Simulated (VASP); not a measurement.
Input of a VASP 6.6.1 run:

The input INCAR:

```
SYSTEM = TiC
PREC = Accurate ; ENCUT = 600
EDIFF = 1E-6 ; ISMEAR = -1
SIGMA = 0.05 ; LREAL = .False.
LASPH = .True. ; NELM = 60
ALGO = Normal ; ISIF = 3
LWAVE = .False. ; LCHARG = .False.
GGA = PE ; IBRION = 2
NSW = 60 ; EDIFFG = -0.01
PSTRESS = 50.0
```

File KPOINTS:

```
regular mesh
0
Gamma
  11 11 11
  0 0 0
```

File POSCAR:

```
TiC
1.0
    0.0000000000      2.1657188437      2.1657188437
    2.1657188437      0.0000000000      2.1657188437
    2.1657188437      2.1657188437      0.0000000000
Ti C
1 1
Direct
    0.0000000000      0.0000000000      0.0000000000
    0.5000000000      0.5000000000      0.5000000000
```

Potentials or basis: VASP PAW PBE potentials, release 64 (Ti_sv, C).

Run with:

```sh
$ cat potpaw_PBE.64/Ti_sv/POTCAR potpaw_PBE.64/C/POTCAR > POTCAR
$ mpirun -np 1 vasp_std > vasp.out
```

Problem. Estimate the relaxed volume.

Solution. 9.98 Å³/atom.

Problem. Estimate the band gap on the k mesh.

Solution. Zero (band 8 reaches 10.32 eV, above the bottom of band 9 at 9.21 eV).

Problem. Predict the relaxed cell.

Solution. a = 3.045 Å, b = 3.045 Å, c = 3.045 Å, α = 60.00°, β = 60.00°, γ = 60.00°.

Final structure:
```
Ti C
1.0
     0.00000    2.15305    2.15305
     2.15305    0.00000    2.15305
     2.15305    2.15305    0.00000
Ti C
1 1
Direct
  0.00000 0.00000 0.00000
  0.50000 0.50000 0.50000
```

Caveat: the cell is relaxed towards a set pressure, so the enthalpy falls and the energy may rise.
